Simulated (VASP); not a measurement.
# CoNiO2 (P4/mmm) in VASP: notebook, part 2 of 2

VASP 6.6.1. Earlier steps stand in the parts before.

**4. Single point, LDA, collinear spin, ferromagnetic start**

This run uses another cell than the first one, of 9.59 Å³/atom, 1.042 times its volume.

The input, INCAR:

```
PREC = Accurate
ENCUT = 520
EDIFF = 1E-7
ISMEAR = -1
SIGMA = 0.05
LREAL = False
LASPH = True
NELM = 150
ALGO = Normal
ISIF = 2
LWAVE = False
LCHARG = False
ISPIN = 2
MAGMOM = 1 2 0 0
LORBIT = 11
LMAXMIX = 4
GGA = CA
NBANDS = 28
```

The input, KPOINTS:

```
Automatic mesh
0
Gamma
  9 9 6
```

The input, POSCAR:

```
CoNiO2
1.0
    3.0143330000      0.0000000000      0.0000000000
    0.0000000000      3.0143330000      0.0000000000
    0.0000000000      0.0000000000      4.2222850000
Ni Co O
1 1 2
Direct
    0.0000000000      0.0000000000      0.0000000000
    0.5000000000      0.5000000000      0.5000000000
    0.0000000000      0.0000000000      0.5000000000
    0.5000000000      0.5000000000      0.0000000000
```

On the command line:

```sh
$ cat potpaw_LDA.64/Ni/POTCAR potpaw_LDA.64/Co/POTCAR potpaw_LDA.64/O/POTCAR > POTCAR
$ mpirun -np 1 vasp_std > vasp.out
```

Wall time 1.9 min (1 thread of Intel Xeon 6975P-C, shared host); peak memory 0.22 GiB.

It converged, with:

```
Free energy                                           : -27.7909 eV
Pressure                                              : -23.3 GPa
Net moment                                            : 3.35 μB per cell
Site moments                                          : Ni +0.60; Co +2.31; O +0.21, +0.15 μB
Valence electrons inside the program's atomic spheres : Ni 9.01; Co 7.83; O 4.91, 4.89
```

Levels at points of the mesh, in eV from the Fermi level:
Spin up:
```csv
k point,band 16,band 17,band 18,band 19,band 20,band 21
"(0.00, 0.00, 0.00)",-1.33,-1.19,-1.19,1.20,5.87,9.95
"(0.00, 0.00, 0.50)",-0.98,-0.98,-0.78,4.98,5.01,12.73
```
Spin down:
| k point | band 11 | band 12 | band 13 | band 14 | band 15 | band 16 | band 17 | band 18 |
| --- | --- | --- | --- | --- | --- | --- | --- | --- |
| (0.00, 0.00, 0.00) | -1.36 | -1.23 | -1.01 | -0.95 | -0.14 | -0.06 | -0.06 | 0.30 |
| (0.00, 0.00, 0.50) | -0.96 | -0.52 | -0.52 | -0.20 | -0.11 | 0.06 | 0.06 | 0.68 |

Caveat: semilocal functionals often make such compounds metallic where correlation or magnetic order opens a gap, which also shifts bond lengths. With open d or f shells a metallic result of LDA can be an artefact of self-interaction; +U or a hybrid may open a gap.

**5. Single point, LDA, collinear spin, ferromagnetic start**

This run uses another cell than the first one, of 9.78 Å³/atom, 1.062 times its volume.

The input, INCAR:

```
PREC = Accurate ; ENCUT = 520
EDIFF = 1E-6 ; ISMEAR = -1
SIGMA = 0.05 ; LREAL = F
LASPH = T ; NELM = 150
ALGO = Normal ; ISIF = 2
LWAVE = F ; LCHARG = T
ISPIN = 2 ; MAGMOM = 1 2 0 0
LORBIT = 11 ; LMAXMIX = 4
LELF = T ; LVHAR = T
NBANDS = 28
```

KPOINTS is that of step 4.

The input, POSCAR:

```
CoNiO2
1.0
    3.0342960520      0.0000000000      0.0000000000
    0.0000000000      3.0342960520      0.0000000000
    0.0000000000      0.0000000000      4.2502479672
Ni Co O
1 1 2
Direct
    0.0000000000      0.0000000000      0.0000000000
    0.5000000000      0.5000000000      0.5000000000
    0.0000000000      0.0000000000      0.5000000000
    0.5000000000      0.5000000000      0.0000000000
```

On the command line:

```sh
$ cat potpaw_LDA.64/Ni/POTCAR potpaw_LDA.64/Co/POTCAR potpaw_LDA.64/O/POTCAR > POTCAR
$ mpirun -np 1 vasp_std > vasp.out
```

Wall time 1.7 min (1 thread of Intel Xeon 6975P-C, shared host); peak memory 0.22 GiB.

The run converged. Its results:

```yaml
Free_energy: -27.6754 eV
Pressure: -25.4 GPa
Net_moment: 3.50 μB per cell
Site_moments: Ni +0.62; Co +2.40; O +0.23, +0.17 μB
Valence_electrons_inside_the_program's_atomic_spheres: Ni 8.98; Co 7.80; O 4.90, 4.88
```

Stress tensor (GPa, compression positive):
```
-25.42   0.00   0.00
  0.00 -25.42   0.00
  0.00   0.00 -25.31
```

Levels at points of the mesh, in eV from the Fermi level:
Spin up:
```tsv
k point	band 16	band 17	band 18	band 19	band 20	band 21
(0.00, 0.00, 0.00)	-1.36	-1.20	-1.20	1.10	5.74	9.83
(0.00, 0.00, 0.50)	-0.98	-0.98	-0.80	4.86	4.87	12.57
```
Spin down:
```csv
k point,band 11,band 12,band 13,band 14,band 15,band 16,band 17,band 18
"(0.00, 0.00, 0.00)",-1.30,-1.18,-0.96,-0.90,-0.12,-0.05,-0.05,0.31
"(0.00, 0.00, 0.50)",-0.91,-0.49,-0.49,-0.17,-0.11,0.07,0.07,0.67
```

Caveat: semilocal functionals often make such compounds metallic where correlation or magnetic order opens a gap, which also shifts bond lengths. With open d or f shells a metallic result of LDA can be an artefact of self-interaction; +U or a hybrid may open a gap.

**6. Single point, PBEsol, collinear spin, zero start**

This run uses another cell than the first one, of 9.59 Å³/atom, 1.042 times its volume.

The input, INCAR:

```
ALGO = Normal ; EDIFF = 1E-7
ENCUT = 520 ; GGA = PS
ISIF = 2 ; ISMEAR = -1
ISPIN = 2 ; LASPH = T
LCHARG = F ; LMAXMIX = 4
LORBIT = 11 ; LREAL = F
LWAVE = F ; MAGMOM = 0 0 0 0
NBANDS = 28 ; NELM = 150
NUPDOWN = 0.0 ; PREC = Accurate
SIGMA = 0.05
```

The input, KPOINTS:

```
k-points
0
Gamma
  7 7 5
```

The input, POSCAR:

```
CoNiO2
1.0
    3.0143330000      0.0000000000      0.0000000000
    0.0000000000      3.0143330000      0.0000000000
    0.0000000000      0.0000000000      4.2222850000
Ni Co O
1 1 2
Direct
    0.0000000000      0.0000000000      0.0000000000
    0.5000000000      0.5000000000      0.5000000000
    0.0000000000      0.0000000000      0.5000000000
    0.5000000000      0.5000000000      0.0000000000
```

Potentials or basis: VASP PAW PBE potentials, release 64 (Ni, Co, O).

On the command line:

```sh
$ cat potpaw_PBE.64/Ni/POTCAR potpaw_PBE.64/Co/POTCAR potpaw_PBE.64/O/POTCAR > POTCAR
$ mpirun -np 1 vasp_std > vasp.out
```

It took 2.1 min on 1 thread of AMD EPYC 7R13, shared host; peak memory 0.16 GiB.

Results (log left out):

```
Free energy                                           : -25.7653 eV
Pressure                                              : -23.8 GPa
Net moment                                            : 0.00 μB per cell
Valence electrons inside the program's atomic spheres : Ni 9.00; Co 7.91; O 4.88
```

Stress tensor (GPa, compression positive):
```
-23.83   0.00   0.00
  0.00 -23.83   0.00
  0.00   0.00 -23.63
```

Caveat: the PAW data sets were made with another functional, which shifts forces and pressure a little; the total moment is fixed, so each spin has its own Fermi level.

**7. The runs side by side**

| level | potentials or basis | spin | fixed moment (μB) | cell | k mesh | gap on the mesh (eV) | pressure (GPa) | moment (μB) |
| --- | --- | --- | --- | --- | --- | --- | --- | --- |
| LDA | VASP PAW LDA potentials, release 64 (Ni, Co, O) | collinear, ferromagnetic start | - | a = 2.974, b = 2.974, c = 4.165 Å, 4 atoms | 9 × 9 × 6 | none | -18.7 | 2.98 |
| LDA | VASP PAW LDA potentials, release 64 (Ni, Co, O) | collinear, ferromagnetic start | - | a = 2.994, b = 2.994, c = 4.194 Å, 4 atoms | 9 × 9 × 6 | none | -21.2 | 3.16 |
| LDA | VASP PAW LDA potentials, release 64 (Ni, Co, O) | collinear, ferromagnetic start | - | a = 3.014, b = 3.014, c = 4.222 Å, 4 atoms | 9 × 9 × 6 | none | -23.3 | 3.35 |
| LDA | VASP PAW LDA potentials, release 64 (Ni, Co, O) | collinear, ferromagnetic start | - | a = 3.034, b = 3.034, c = 4.250 Å, 4 atoms | 9 × 9 × 6 | none | -25.4 | 3.50 |
| PBEsol | VASP PAW PBE potentials, release 64 (Ni, Co, O) | collinear, zero start | 0.0 | a = 3.014, b = 3.014, c = 4.222 Å, 4 atoms | 7 × 7 × 5 | - | -23.8 | 0.00 |

Alike in all rows: task single point; cutoff (eV) 520; smearing fermi-dirac 0.05 eV.

Caveats: semilocal functionals often make such compounds metallic where correlation or magnetic order opens a gap, which also shifts bond lengths (some runs); the PAW data sets were made with another functional, which shifts forces and pressure a little (some runs); the total moment is fixed, so each spin has its own Fermi level (some runs).

Total energies depend on the potentials used, so only differences within one code and one set of settings carry meaning.
